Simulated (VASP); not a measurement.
Crystal: WSe4.

```
CELL_PARAMETERS angstrom
5.38085 0.00000 0.00000
0.00000 5.38085 0.00000
0.00000 0.00000 5.38085
ATOMIC_POSITIONS crystal
W 0.50000 0.50000 0.50000
Se 0.00000 0.00000 0.00000
Se 0.00000 0.50000 0.50000
Se 0.50000 0.00000 0.50000
Se 0.50000 0.50000 0.00000
```

The cell was built from a structure type or drawn by symmetry, and may not be a known phase.

* Program: VASP 6.6.1
* Task: relaxation of cell and atoms
* Functional: PBE
* Potentials or basis: VASP PAW PBE potentials, release 64 (W_sv, Se)
* Cutoff: 600 eV
* k mesh: 4 × 4 × 4
* Occupations: gaussian, width 0.1 eV
* Spin: collinear spin, zero start
* Starting moments: [0.0, 0.0, 0.0, 0.0, 0.0] μB

At the start: pressure -12.4 GPa; volume 31.16 Å³/atom.

Task: How do energy, volume and symmetry change on relaxing?

Result: Over 3 steps the energy falls by 383.7 meV/atom and the volume is 23.64 Å³/atom (-24.1 %); space group Pm-3m (No. 221, to 0.1 Å) before and after; moment 0.00 μB per cell.

The path:
| step | energy change (eV) | largest force (eV/Å) | pressure (GPa) | volume (Å³) |
| --- | --- | --- | --- | --- |
| 1 | 0.0000 | 0.0000 | -12.39 | 155.80 |
| 2 | -1.6136 | 0.0000 | 10.13 | 107.52 |
| 3 | -1.9184 | 0.0000 | -0.10 | 118.19 |

Final structure:
```cif
data_structure
_symmetry_space_group_name_H-M 'P 1'
_symmetry_Int_Tables_number 1
_cell_length_a 4.9075
_cell_length_b 4.9075
_cell_length_c 4.9075
_cell_angle_alpha 90.000
_cell_angle_beta 90.000
_cell_angle_gamma 90.000
_cell_volume 118.19
loop_
_atom_site_label
_atom_site_type_symbol
_atom_site_fract_x
_atom_site_fract_y
_atom_site_fract_z
_atom_site_occupancy
W1 W 0.50000 0.50000 0.50000 1
Se1 Se 0.00000 0.00000 0.00000 1
Se2 Se 0.00000 0.50000 0.50000 1
Se3 Se 0.50000 0.00000 0.50000 1
Se4 Se 0.50000 0.50000 0.00000 1
```

Caveat: the volume moved by over 15 % at a fixed basis, so the end points are rough.
